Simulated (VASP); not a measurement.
# LiRu (R-3m) in VASP: a series of runs

Runs on LiRu. Level: PBE. Tasks: relaxation of cell and atoms, single point.

Everything below comes from runs of VASP 6.6.1. Logs are shortened: lines on timing, memory, paths and dates and some standing lists are left out, and cuts for length are marked.

**1. The cell of the first run**

The structure is trigonal, space group R-3m (No. 166). Conventional cell: a = 2.462 Å, b = 2.462 Å, c = 14.554 Å, α = 90.00°, β = 90.00°, γ = 120.00°. Within 3.3 Å of Li (site symmetry -3m) lie 6 Li at 2.46 Å and 6 Ru at 2.81 Å. Ru (site symmetry -3m) has 6 Ru at 2.46 Å and 6 Li at 2.81 Å within 3.3 Å.

The cell was built from a structure type or drawn by symmetry, and may not be a known phase.

**2. Relaxation of cell and atoms, PBE**

File INCAR:

```
SYSTEM = LiRu
PREC = Accurate ; ENCUT = 600
EDIFF = 1E-7 ; ISMEAR = 0
SIGMA = 0.1 ; LREAL = .FALSE.
LASPH = .TRUE. ; NELM = 100
ALGO = Normal ; ISIF = 3
LWAVE = .FALSE. ; LCHARG = .FALSE.
GGA = PE ; IBRION = 2
NSW = 90 ; EDIFFG = -0.04
```

File KPOINTS:

```
Automatic mesh
0
G
  12 12 12
  0 0 0
```

File POSCAR:

```
LiRu
1.0
    1.2309357200      0.7106810700      4.8511920000
   -1.2309357200      0.7106810700      4.8511920000
    0.0000000000     -1.4213621400      4.8511920000
Li Ru
1 1
Direct
    0.5000000000      0.5000000000      0.5000000000
    0.0000000000      0.0000000000      0.0000000000
```

Potentials or basis: VASP PAW PBE potentials, release 64 (Li_sv, Ru_pv).

Run with:

```bash
$ cat potpaw_PBE.64/Li_sv/POTCAR potpaw_PBE.64/Ru_pv/POTCAR > POTCAR
$ mpirun -np 1 vasp_std > vasp.out
```

OUTCAR:

```text
SYSTEM = LiRu
   PREC = Accurate
   ENCUT = 600
   EDIFF = 1E-7
   ISMEAR = 0
   LREAL = .FALSE.
   LASPH = .TRUE.
   NELM = 100
   ISIF = 3
   GGA = PE
   IBRION = 2
   NSW = 90
   EDIFFG = -0.04

 ion  position               nearest neighbor table
   1  0.500  0.500  0.500-   2 2.81   2 2.81   2 2.81   2 2.81   2 2.81   2 2.81
   2  0.000  0.000  0.000-   1 2.81   1 2.81   1 2.81   1 2.81   1 2.81   1 2.81

  LATTYP: Found a trigonal (rhomboedric) cell.
 ALAT       =     5.0551294890
 COS(alpha) =     0.8814132476

  Lattice vectors:

 A1 = (   1.2309357200,   0.7106810700,   4.8511920000)
 A2 = (  -1.2309357200,   0.7106810700,   4.8511920000)
 A3 = (   0.0000000000,  -1.4213621400,   4.8511920000)

Analysis of symmetry for initial positions (statically):
=====================================================================
 Subroutine PRICEL returns:
 Original cell was already a primitive cell.

 Routine SETGRP: Setting up the symmetry group for a
 trigonal (rhombohedral) supercell.

 Subroutine GETGRP returns: Found 12 space group operations
 (whereof 12 operations were pure point group operations)
 out of a pool of 12 trial point group operations.

The static configuration has the point symmetry D_3d.

Analysis of symmetry for dynamics (positions and initial velocities):
=====================================================================
 Subroutine PRICEL returns:
 Original cell was already a primitive cell.

 Routine SETGRP: Setting up the symmetry group for a
 trigonal (rhombohedral) supercell.

 Subroutine GETGRP returns: Found 12 space group operations
 (whereof 12 operations were pure point group operations)
 out of a pool of 12 trial point group operations.

The dynamic configuration has the point symmetry D_3d.

 Subroutine INISYM returns: Found 12 space group operations
 (whereof 12 operations are pure point group operations),
 and found     1 'primitive' translations

----------------------------------------------------------------------------------------

                                     Primitive cell

  volume of cell :      25.4630

  direct lattice vectors                    reciprocal lattice vectors
     1.230935720  0.710681070  4.851192000     0.406195053  0.234516823  0.068711635
    -1.230935720  0.710681070  4.851192000    -0.406195053  0.234516823  0.068711635
     0.000000000 -1.421362140  4.851192000     0.000000000 -0.469033646  0.068711635

  length of vectors
[... 98 lines left out ...]
   EFERMI_NEDOS =   21; number of points for ismear=-14 and -15
   IALGO  =     38    algorithm
   IMIX   =      4    mixing-type and parameters
     AMIX     =   0.40;   BMIX     =  1.00
     AMIX_MAG =   1.60;   BMIX_MAG =  1.00
  volume/ion in A,a.u.               =      12.73        85.92
  Fermi-wavevector in a.u.,A,eV,Ry     =   1.430829  2.703876 27.854838  2.047273
  Thomas-Fermi vector in A             =   2.550632
   LORBIT       =      0    0 simple, 1 ext, 2 COOP (PROOUT), +10 PAW based schemes
   GGA     = PE    functional components
   LHFCALC =     F    Hartree Fock is set to
   AEXX    =    0.0000 exact exchange contribution
   IVDW    =     0    specifies the selected vdW correction
   LEPSILON=     F    determine dielectric tensor
   LRPA    =     F    only Hartree local field effects (RPA)
 conjugate gradient relaxation of ions
 non-spin polarized calculation
 Gauss-broadening in eV      SIGMA  =   0.10
  energy-cutoff  :      600.00
  volume of cell :       25.46
 maximum number of plane-waves:       873
   NGX = 21   NGY = 21   NGZ = 21

--------------------------------------- Ionic step        1  -------------------------------------------

 number of electron      16.9999999 magnetization

 Free energy of the ion-electron system (eV)
  ---------------------------------------------------
  ext. energy  EPLUGINS =         0.00000000
  ---------------------------------------------------
  free energy    TOTEN  =       -10.36047967 eV

  energy without entropy =      -10.34950750  energy(sigma->0) =      -10.35499358

------------------------ aborting loop because EDIFF is reached ----------------------------------------

  FORCE on cell =-STRESS in cart. coord.  units (eV):
  Direction    XX          YY          ZZ          XY          YZ          ZX
  --------------------------------------------------------------------------------------
  -------------------------------------------------------------------------------------
  Total        6.2065919      6.2065919     -1.8161212      0.0000000      0.0000000     -0.0000000
  in kB      390.5295832    390.5295840   -114.2735126      0.0000000      0.0000000     -0.0000000
  external PRESSURE =     222.2618849 kB  Pullay stress =       0.0000000 kB
[... 203 lines left out ...]
--------------------------------------- Ionic step        7  -------------------------------------------

 number of electron      17.0000005 magnetization

 Free energy of the ion-electron system (eV)
  ---------------------------------------------------
  ext. energy  EPLUGINS =         0.00000000
  ---------------------------------------------------
  free energy    TOTEN  =       -10.76785453 eV

  energy without entropy =      -10.75435383  energy(sigma->0) =      -10.76110418

 E-fermi :   6.7420     XC(G=0): -11.1783

 val. band max:        6.7384935763   @ k =  -0.2500  -0.3333   0.0833
 cond. band min:       6.7439263883   @ k =  -0.4167   0.2500   0.1667
 fundamental gap:      0.0054328120
 Fermi energy:         6.7419637427

 k-point     1 :       0.0000    0.0000    0.0000
  band No.  band energies     occupation
      1     -38.5052      2.00000
      2     -35.6132      2.00000
      3     -35.2313      2.00000
      4     -35.2313      2.00000
      5       0.8138      2.00000
      6       3.1029      2.00000
      7       5.0574      2.00000
      8       5.0574      2.00000
      9       6.9182      0.01269
     10       7.7527      0.00000
     11       7.7527      0.00000
     12      13.6110      0.00000
[... 331 lines left out ...]
 k-point    24 :      -0.4167    0.1667   -0.0000
  band No.  band energies     occupation
      1     -38.4358      2.00000
      2     -36.1446      2.00000
      3     -35.6292      2.00000
      4     -35.4542      2.00000
      5       2.7419      2.00000
      6       3.3461      2.00000
      7       5.6103      2.00000
      8       5.9172      2.00000
      9       6.7275      1.16224
     10      11.2249      0.00000
     11      11.6883      0.00000
     12      14.6677      0.00000

 [... further k-points ...]
[... 5 lines left out ...]
  --------------------------------------------------------------------------------------
  -------------------------------------------------------------------------------------
  Total        0.0766271      0.0766271     -0.0335669      0.0000000      0.0000000     -0.0000000
  in kB        4.5142586      4.5142586     -1.9774964      0.0000000      0.0000000     -0.0000000
  external PRESSURE =       2.3503403 kB  Pullay stress =       0.0000000 kB
[... 17 lines left out ...]
  FREE ENERGIE OF THE ION-ELECTRON SYSTEM (eV)
  ---------------------------------------------------
  free  energy   TOTEN  =       -10.7678545284 eV

  energy  without entropy=      -10.7543538290  energy(sigma->0) =      -10.76110418

 reached required accuracy - stopping structural energy minimisation
```

OSZICAR:

```text
N       E                     dE             d eps       ncg     rms          rms(c)
DAV:   1     0.145661889316E+03    0.14566E+03   -0.10381E+04  4560   0.162E+03
[... 77 lines left out ...]
DAV:   4    -0.107677596355E+02    0.13395E-03   -0.17248E-03  6516   0.341E-01    0.105E-01
DAV:   5    -0.107678378415E+02   -0.78206E-04   -0.18877E-04  6128   0.114E-01    0.386E-02
DAV:   6    -0.107678559494E+02   -0.18108E-04   -0.38642E-05  6236   0.498E-02    0.148E-02
DAV:   7    -0.107678548207E+02    0.11287E-05   -0.32564E-06  5404   0.183E-02    0.367E-03
DAV:   8    -0.107678546281E+02    0.19259E-06   -0.17163E-07  5096   0.366E-03    0.149E-03
DAV:   9    -0.107678545273E+02    0.10082E-06   -0.17958E-08  2852   0.146E-03    0.186E-04
DAV:  10    -0.107678545284E+02   -0.11255E-08   -0.57044E-09  2576   0.622E-04
   7 F= -.10767855E+02 E0= -.10761104E+02  d E =-.241051E-01
```

Run time: 28 min. Hardware: 1 thread of Intel Xeon 8259CL, shared host; peak memory 0.32 GiB.

Results:

| Quantity | Value |
| --- | --- |
| Free energy | -10.7679 eV |
| Relaxed volume | 13.60 Å³/atom |
| Relaxed cell | a = 4.825 Å, b = 4.825 Å, c = 4.825 Å, α = 31.48°, β = 31.48°, γ = 31.48° |
| Space group after relaxing (to 0.1 Å) | R-3m (No. 166) |
| Energy gained by relaxing | 203.7 meV/atom |
| Ionic steps | 7 |
| Pressure after relaxing | 0.2 GPa |
| Band gap on the k mesh | zero (an odd number of electrons rules out a gap without spin polarisation) |

The path:
```
step  energy change (eV)  largest force (eV/Å)  pressure (GPa)  volume (Å³)
   1              0.0000                0.0000           22.23        25.46
   2             -0.0148                0.0000          -16.35        32.18
   3             -0.3827                0.0000           -3.77        28.51
   4             -0.3833                0.0000           -3.17        28.40
   5             -0.3833                0.0000           -2.83        28.34
   6             -0.4052                0.0000           -0.70        27.51
   7             -0.4074                0.0000            0.24        27.20
```

Final structure:
```cif
data_structure
_symmetry_space_group_name_H-M 'P 1'
_symmetry_Int_Tables_number 1
_cell_length_a 4.8251
_cell_length_b 4.8251
_cell_length_c 4.8251
_cell_angle_alpha 31.481
_cell_angle_beta 31.481
_cell_angle_gamma 31.481
_cell_volume 27.20
loop_
_atom_site_label
_atom_site_type_symbol
_atom_site_fract_x
_atom_site_fract_y
_atom_site_fract_z
_atom_site_occupancy
Li1 Li 0.50000 0.50000 0.50000 1
Ru1 Ru 0.00000 0.00000 0.00000 1
```

Caveat: the cutoff is under 1.25 times the usual one of these potentials, so pressure, stress and relaxed cells hold a basis-set (Pulay) error.

**3. Single point, PBE**

This run uses another cell than the first one, of 13.59 Å³/atom.

File INCAR:

```
ALGO     = Fast           # electronic algorithm
EDIFF    = 1E-6           # SCF threshold, eV
ENCUT    = 520            # plane-wave cutoff, eV
GGA      = PE             # functional
ISIF     = 2              # what is computed and relaxed
ISMEAR   = 0              # smearing method
LASPH    = True           # aspherical terms in the spheres
LCHARG   = False          # write CHGCAR
LREAL    = False          # projectors in reciprocal space
LWAVE    = False          # write WAVECAR
NBANDS   = 16             # bands
NELM     = 60             # most SCF steps
PREC     = Accurate       # precision mode
SIGMA    = 0.1            # smearing width, eV
```

File KPOINTS:

```
k-points
0
Gamma
  24 24 24
```

File POSCAR:

```
LiRu
1.0
    1.3085522438      0.7554929902      4.5833401904
   -1.3085522438      0.7554929902      4.5833401904
    0.0000000000     -1.5109859804      4.5833401904
Li Ru
1 1
Direct
    0.5000000000      0.5000000000      0.5000000000
    0.0000000000      0.0000000000      0.0000000000
```

Potentials or basis: VASP PAW PBE potentials, release 64 (Li_sv, Ru_pv).

Run with:

```bash
$ cat potpaw_PBE.64/Li_sv/POTCAR potpaw_PBE.64/Ru_pv/POTCAR > POTCAR
$ mpirun -np 1 vasp_std > vasp.out
```

Wall time 44 min (1 thread of Intel Xeon 8259CL, shared host); peak memory 0.67 GiB.

The run converged. Its results:

```
Free energy            : -10.7902 eV
Band gap on the k mesh : zero (an odd number of electrons rules out a gap without spin polarisation)
```

Levels at points of the mesh, in eV from the Fermi level:
```csv
k point,band 5,band 6,band 7,band 8,band 9,band 10,band 11,band 12,band 13,band 14
"(0.00, 0.00, 0.00)",-5.99,-3.69,-1.73,-1.73,0.11,0.98,0.98,6.81,11.05,16.68
"(0.50, 0.00, 0.00)",-5.00,-3.82,-1.43,0.06,2.51,2.69,4.51,7.31,10.21,11.05
"(0.50, 0.50, 0.00)",-4.96,-3.64,-0.48,0.12,0.88,2.69,3.29,8.43,10.53,11.06
"(0.50, 0.50, 0.50)",-5.77,-2.67,-2.26,-1.73,-1.73,0.99,0.99,10.59,11.05,13.60
```

Caveat: the cutoff is under 1.25 times the usual one of these potentials, so pressure, stress and relaxed cells hold a basis-set (Pulay) error.
